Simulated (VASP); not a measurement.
The system is KBr.

```
CELL_PARAMETERS angstrom
0.00000 3.30225 3.30225
3.30225 0.00000 3.30225
3.30225 3.30225 0.00000
ATOMIC_POSITIONS crystal
K 0.00000 0.00000 0.00000
Br 0.50000 0.50000 0.50000
```

Program: VASP 6.6.1. Alike in all runs: task single point; potentials or basis VASP PAW PBE potentials, release 64 (K_sv, Br); no spin polarisation; cell as given; cutoff (eV) 520; smearing gaussian 0.01 eV.

Problem. Order these runs on this cell by their band gap on the k mesh, lowest first.
A. level PBE; k mesh 6 × 6 × 6
B. level r2SCAN; k mesh 6 × 6 × 6
C. level HSE06; k mesh 4 × 4 × 4; grid for exact exchange (PRECFOCK) Normal; share of exact exchange 0.25; screening parameter 0.2079 1/Å

Solution. A (4.43 eV), B (5.07 eV), C (5.59 eV).
